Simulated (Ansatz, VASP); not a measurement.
**Two plane-wave programs on Al2Pt**

INCAR

```
PREC = Accurate
ENCUT = 430
EDIFF = 1E-8
ISMEAR = -1
SIGMA = 0.05
LREAL = False
LASPH = True
NELM = 120
ALGO = Normal
ISIF = 2
LWAVE = False
LCHARG = False
GGA = PE
LEFG = True
NBANDS = 19
GGA_COMPAT = False
```

The input KPOINTS:

```
Automatic mesh
0
Gamma
  9 9 9
```

The input POSCAR:

```
Al2Pt
1.0
    0.0000000000      2.9550000000      2.9550000000
    2.9550000000      0.0000000000      2.9550000000
    2.9550000000      2.9550000000      0.0000000000
Al Pt
2 1
Direct
    0.2050000000      0.2050000000      0.2050000000
    0.7500000000      0.7500000000      0.7500000000
    0.0450000000      0.0450000000      0.0450000000
```

Input for Ansatz:

```yaml
crystal:
  lattice:
    - [0.0, 2.955, 2.955]
    - [2.955, 0.0, 2.955]
    - [2.955, 2.955, 0.0]
  atoms:
    - { symbol: Al, position: [0.205, 0.205, 0.205] }
    - { symbol: Al, position: [0.75, 0.75, 0.75] }
    - { symbol: Pt, position: [0.045, 0.045, 0.045] }
kpoints:
  mp_grid: { grid: [9, 9, 9] }
scf:
  occupations: { method: fermi_dirac, width: 0.05 }
hamiltonian:
  xc: pbe
  pseudopotentials: { kind: paw }
output:
  forces: true
  stress: true
  eigenvalues: true
  efg: { contact_densities: true }
  populations: true
  write_density: true
  write_potential: true
  elf: true
  volumetric_format: npy
```

Change from the starting cell: shortest bond scaled by 0.64, PAW files.

Alike in both runs: task electric field gradients; functional PBE; k mesh 9 × 9 × 9; occupations fermi-dirac, width 0.05 eV; no spin polarisation.

|  | VASP | Ansatz |
| --- | --- | --- |
| version | VASP 6.6.1 | Ansatz 0.2.0 |
| potentials or method | VASP PAW PBE potentials, release 64 (Al, Pt_sv_GW) | PAW with Ansatz's default frozen-core files, scalar-relativistic |
| plane-wave cutoff (eV) | 430 | 420 |
| valence electrons in the cell | 24 | 24 |

|  | VASP | Ansatz | Ansatz less VASP |
| --- | --- | --- | --- |
| rms of the force components (eV/Å) | 17.864 | 17.932 | +0.0687 |
| size of Vzz on the site where it differs most (V/Å²) | 70.8 | 33.4 | -37.43 |

Atom by atom the forces differ by 0.069 eV/Å (rms over components). The functional is the same, so the differences come from potentials, cutoffs and numerics.

Spin-orbit coupling is off throughout. Noted on VASP's run: the cell as given lies far from equilibrium.
